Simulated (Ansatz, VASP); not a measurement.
**AgBr in VASP and in Ansatz**

```xyz
2
Lattice="0.0000 2.9204 2.9204 2.9204 0.0000 2.9204 2.9204 2.9204 0.0000" Properties=species:S:1:pos:R:3 pbc="T T T"
Ag    0.0000    0.0000    0.0000
Br    2.9204    2.9204    2.9204
```

Alike in both runs: task electric field gradients; functional PBE; k mesh 13 × 13 × 13; occupations fermi-dirac, width 0.03 eV; no spin polarisation.

|  | VASP | Ansatz |
| --- | --- | --- |
| version | VASP 6.6.1 | Ansatz 0.2.0 |
| potentials or method | VASP PAW PBE potentials, release 64 (Ag, Br) | PAW with Ansatz's default frozen-core files, scalar-relativistic |
| plane-wave cutoff (eV) | 400 | 420 |
| valence electrons in the cell | 18 | 26 |

```csv
,VASP,Ansatz,Ansatz less VASP
pressure (GPa),-0.2,0.0,+0.23
```

The functional is the same, so the differences come from potentials, cutoffs and numerics. VASP's potentials hold 18 valence electrons a cell and Ansatz's 26, so a difference there can come from the potentials and not from the codes.
